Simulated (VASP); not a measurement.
## Re: single point with PBEsol

The system is Re.

```
Re
1.0
     0.00000    1.81700    2.05400
     1.81700    0.00000    2.05400
     1.81700    1.81700    0.00000
Re
1
Direct
  0.00000 0.00000 0.00000
```

This cell differs from its parent crystal: strain -0.080 along x and y, +0.040 along z.

- Program: VASP 6.6.1
- Task: single point
- Functional: PBEsol
- Potentials or basis: VASP PAW PBE potentials, release 64 (Re)
- Cutoff: 520 eV
- k mesh: 20 × 20 × 20
- Occupations: gaussian, width 0.15 eV
- Spin: no spin polarisation
- Dipole correction: no
- Further INCAR settings: ALGO = Normal; EDIFF = 1e-07; NBANDS = 10

```json
{"Pressure": "37.5 GPa", "Band gap on the k mesh": "zero (an odd number of electrons rules out a gap without spin polarisation)"}
```

Stress tensor (GPa, compression positive):
```
52.04  0.00  0.00
 0.00 52.04  0.00
 0.00  0.00  8.54
```

Levels at points of the mesh, in eV from the Fermi level:
```tsv
k point	band 1	band 2	band 3	band 4	band 5	band 6	band 7	band 8
(0.00, 0.00, 0.00)	-10.81	-3.50	-1.41	-1.41	-0.27	2.75	14.21	17.28
(0.50, 0.00, 0.00)	-7.59	-3.42	-1.42	0.37	3.77	4.69	11.39	13.26
(0.50, 0.50, 0.00)	-7.72	-6.62	1.42	4.52	5.00	5.00	12.32	14.40
(0.50, 0.00, 0.50)	-7.70	-6.69	3.78	3.84	4.11	6.37	11.26	13.50
```

Wall time 39 s on 1 thread of AMD EPYC 9R45 96-Core Processor (Zen 5) (shared host), peak memory 0.17 GiB.

Caveat: the cell differs from its parent crystal (strain -0.080 along x and y, +0.040 along z); the cell stands under pressure; the PAW data sets were made with another functional, which shifts forces and pressure a little; spin-orbit coupling is left out, which moves the levels of the heavy elements.
